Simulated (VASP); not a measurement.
Input of a VASP 6.6.1 run:

File INCAR:

```
SYSTEM = InAs
PREC     = Accurate       ! precision mode
ENCUT    = 520            ! plane-wave cutoff, eV
EDIFF    = 1E-7           ! SCF threshold, eV
ISMEAR   = -1             ! smearing method
SIGMA    = 0.05           ! smearing width, eV
LREAL    = .FALSE.        ! projectors in reciprocal space
LASPH    = .TRUE.         ! aspherical terms in the spheres
NELM     = 60             ! most SCF steps
ALGO     = Normal         ! electronic algorithm
ISIF     = 2              ! what is computed and relaxed
LWAVE    = .FALSE.        ! write WAVECAR
LCHARG   = .FALSE.        ! write CHGCAR
GGA      = PS             ! functional
NBANDS   = 16             ! bands
```

The input KPOINTS:

```
regular mesh
0
G
  8 8 8
  0 0 0
```

File POSCAR:

```
InAs
1.0
    0.0000000000      2.8185670290      2.8185670290
    2.8185670290      0.0000000000      2.8185670290
    2.8185670290      2.8185670290      0.0000000000
In As
1 1
Direct
    0.5000000000      0.5000000000      0.5000000000
    0.0000000000      0.0000000000      0.0000000000
```

Potentials or basis: VASP PAW PBE potentials, release 64 (In_d, As).

Command:

```bash
$ cat potpaw_PBE.64/In_d/POTCAR potpaw_PBE.64/As/POTCAR > POTCAR
$ mpirun -np 1 vasp_std > vasp.out
```

Problem. Estimate the pressure.

Solution. 0.8 GPa.

Problem. What does it give for the band gap on the k mesh?

Solution. Zero (band 9 reaches 6.86 eV, above the bottom of band 10 at 4.04 eV).

Caveat: the PAW data sets were made with another functional, which shifts forces and pressure a little; spin-orbit coupling is left out, which moves the levels of the heavy elements.
